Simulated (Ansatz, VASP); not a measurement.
**Two plane-wave programs on Si2Sn5**

```
Si Sn
1.0
    -3.99345    3.99345    2.75700
     3.99345   -3.99345    2.75700
     3.99345    3.99345   -2.75700
Si Sn
2 5
Direct
  0.50000 0.00000 0.50000
  0.00000 0.50000 0.50000
  0.70188 0.70188 0.40376
  0.29812 0.29812 0.59624
  0.70188 0.29812 0.00000
  0.29812 0.70188 0.00000
  0.00000 0.00000 0.00000
```

Change from the starting cell: the structure that the rattled cell fell into.

Alike in both runs: functional PBE; k mesh 8 × 8 × 8; occupations gaussian, width 0.1 eV; no spin polarisation.

Ansatz relaxed the structure, and its values are those at the end. VASP's run is a single point on that final structure, the one shown.

|  | VASP | Ansatz |
| --- | --- | --- |
| version | VASP 6.6.1 | Ansatz 0.2.0 |
| potentials or method | VASP PAW PBE potentials, release 64 (Si, Sn_d), cutoff 520 eV | scalar-relativistic, plane waves, PAW |
| valence electrons in the cell | 78 | 78 |

|  | VASP | Ansatz | Ansatz less VASP |
| --- | --- | --- | --- |
| gap on the k mesh at the Fermi level (eV) | none | none | - |
| pressure (GPa) | -0.1 | 0.0 | +0.06 |

A gap of «none» marks a metal or a gap that the smearing closes.
